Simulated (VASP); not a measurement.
AgB2:

```
CELL_PARAMETERS angstrom
3.02230 0.00000 0.00000
-1.51115 2.61739 0.00000
0.00000 0.00000 4.05805
ATOMIC_POSITIONS crystal
Ag 0.00000 0.00000 0.00000
B 0.33333 0.66667 0.50000
B 0.66667 0.33333 0.50000
```

- Program: VASP 6.6.1
- Task: relaxation of cell and atoms
- Functional: LDA
- Potentials or basis: VASP PAW LDA potentials, release 64 (Ag, B)
- Cutoff: 600 eV
- k mesh: 18 × 18 × 10
- Occupations: gaussian, width 0.1 eV
- Spin: no spin polarisation

At the start: pressure -9.5 GPa; volume 10.70 Å³/atom.

Question: Where does the relaxation end?

Answer: Over 8 steps the energy falls by 21.5 meV/atom and the volume is 10.03 Å³/atom (-6.3 %); space group P6/mmm (No. 191, to 0.05 Å).

The path:
| step | energy change (eV) | largest force (eV/Å) | pressure (GPa) | volume (Å³) |
| --- | --- | --- | --- | --- |
| 1 | 0.0000 | 0.0000 | -9.47 | 32.10 |
| 2 | -0.0392 | 0.0000 | 6.44 | 29.25 |
| 3 | -0.0581 | 0.0000 | 0.01 | 30.24 |
| 4 | -0.0633 | 0.0000 | 0.07 | 30.14 |
| 5 | -0.0644 | 0.0000 | 0.09 | 30.06 |
| 6 | -0.0644 | 0.0000 | 0.13 | 30.06 |
| 7 | -0.0644 | 0.0000 | -0.14 | 30.10 |
| 8 | -0.0644 | 0.0000 | 0.01 | 30.08 |

Final structure:
```cif
data_structure
_symmetry_space_group_name_H-M 'P 1'
_symmetry_Int_Tables_number 1
_cell_length_a 2.9812
_cell_length_b 2.9812
_cell_length_c 3.9077
_cell_angle_alpha 90.000
_cell_angle_beta 90.000
_cell_angle_gamma 120.000
_cell_volume 30.08
loop_
_atom_site_label
_atom_site_type_symbol
_atom_site_fract_x
_atom_site_fract_y
_atom_site_fract_z
_atom_site_occupancy
Ag1 Ag 0.00000 0.00000 0.00000 1
B1 B 0.33333 0.66667 0.50000 1
B2 B 0.66667 0.33333 0.50000 1
```
